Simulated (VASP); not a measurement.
Here is a VASP 6.6.1 calculation.

The input POSCAR:

```
ZnO
1.0
    0.0000000000      2.1337703831      2.1337703831
    2.1337703831      0.0000000000      2.1337703831
    2.1337703831      2.1337703831      0.0000000000
Zn O
1 1
Direct
    0.0000000000      0.0000000000      0.0000000000
    0.5000000000      0.5000000000      0.5000000000
```

Contents of INCAR.step1:

```
SYSTEM = ZnO
PREC     = Accurate       ! precision mode
ENCUT    = 520            ! plane-wave cutoff, eV
ISMEAR   = 0              ! smearing method
SIGMA    = 0.01           ! smearing width, eV
LREAL    = .False.        ! projectors in reciprocal space
LASPH    = .True.         ! aspherical terms in the spheres
NELM     = 100            ! most SCF steps
NBANDS   = 16             ! bands
GGA      = PE             ! functional
ALGO     = Normal         ! electronic algorithm
EDIFF    = 1E-4           ! SCF threshold, eV
LWAVE    = .True.         ! write WAVECAR
LCHARG   = .False.        ! write CHGCAR
```

The input INCAR.step2:

```
SYSTEM = ZnO
PREC     = Accurate       ! precision mode
ENCUT    = 520            ! plane-wave cutoff, eV
EDIFF    = 1E-7           ! SCF threshold, eV
ISMEAR   = 0              ! smearing method
SIGMA    = 0.01           ! smearing width, eV
LREAL    = .False.        ! projectors in reciprocal space
LASPH    = .True.         ! aspherical terms in the spheres
NELM     = 100            ! most SCF steps
ALGO     = Normal         ! electronic algorithm
ISIF     = 2              ! what is computed and relaxed
LWAVE    = .False.        ! write WAVECAR
LCHARG   = .False.        ! write CHGCAR
METAGGA  = R2SCAN         ! meta-GGA
LMIXTAU  = .True.       
NBANDS   = 16             ! bands
ISTART   = 1
```

Contents of KPOINTS:

```
Automatic mesh
0
Gamma
  8 8 8
  0 0 0
```

Potentials or basis: VASP PAW PBE potentials, release 64 (Zn, O).

Command:

```console
$ cat potpaw_PBE.64/Zn/POTCAR potpaw_PBE.64/O/POTCAR > POTCAR
$ cp INCAR.step1 INCAR
$ mpirun -np 1 vasp_std > vasp.out
$ cp INCAR.step2 INCAR
$ mpirun -np 1 vasp_std > vasp.out
```

Task: What does it give for the band gap on the k mesh?

Result: 1.55 eV (least direct gap 2.98 eV).

Task: What does it give for the pressure?

Result: 1.5 GPa.

Caveat: the PAW data sets were made with another functional, which shifts forces and pressure a little. A k mesh can miss the band edges.
